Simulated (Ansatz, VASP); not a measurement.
# ZrSi3 in VASP and in Ansatz

INCAR

```
PREC = Accurate
ENCUT = 600
EDIFF = 1E-7
ISMEAR = 0
SIGMA = 0.1
LREAL = F
LASPH = T
NELM = 60
ALGO = Normal
ISIF = 3
LWAVE = F
LCHARG = F
GGA = PE
IBRION = 2
NSW = 90
EDIFFG = -0.04
```

File KPOINTS:

```
regular mesh
0
Gamma
  4 4 4
```

File POSCAR:

```
ZrSi3
1.0
    3.9047519518      0.0000000000      0.0000000000
    0.0000000000      3.9047519518      0.0000000000
    0.0000000000      0.0000000000      3.9047519518
Zr Si
1 3
Direct
    0.0000000000      0.0000000000      0.0000000000
    0.0000000000      0.5000000000      0.5000000000
    0.5000000000      0.0000000000      0.5000000000
    0.5000000000      0.5000000000      0.0000000000
```

Input for Ansatz:

```yaml
crystal:
  lattice:
    - [3.9047519518, 0.0, 0.0]
    - [0.0, 3.9047519518, 0.0]
    - [0.0, 0.0, 3.9047519518]
  atoms:
    - { symbol: Zr, position: [0.0, 0.0, 0.0] }
    - { symbol: Si, position: [0.0, 0.5, 0.5] }
    - { symbol: Si, position: [0.5, 0.0, 0.5] }
    - { symbol: Si, position: [0.5, 0.5, 0.0] }
basis:
  ecutwfc: 420
kpoints:
  mp_grid: { grid: [4, 4, 4] }
hamiltonian:
  xc: pbe
scf:
  occupations: { method: gaussian, width: 0.1 }
  lower_state_search: "off"
output:
  forces: true
  stress: true
  eigenvalues: true
relax:
  adjacent_minimum: "off"
  f_tol: 0.04
  max_steps: 70
  cell: { stress_tol: 0.4 }
```

Alike in both runs: task relaxation of cell and atoms; functional PBE; k mesh 4 × 4 × 4; occupations gaussian, width 0.1 eV; no spin polarisation.

|  | VASP | Ansatz |
| --- | --- | --- |
| version | VASP 6.6.1 | Ansatz 0.2.0 |
| potentials or method | VASP PAW PBE potentials, release 64 (Zr_sv, Si), cutoff 600 eV | scalar-relativistic, plane waves, PAW |
| valence electrons in the cell | 24 | 24 |

Ansatz gave:

```
gap on the k mesh at the Fermi level, each at its own relaxed structure (eV) : none
relaxed volume (Å³/atom)                                                     : 15.73
relaxed cell length with the largest relative difference (Å)                 : 3.977
```

Problem. Which values does VASP return?

Solution. gap on the k mesh at the Fermi level, each at its own relaxed structure (eV): none; relaxed volume (Å³/atom): 15.71; relaxed cell length with the largest relative difference (Å): 3.976.

A gap of «none» marks a metal or a gap that the smearing closes.

The k mesh is coarse, so the values compare programs but aren't converged.
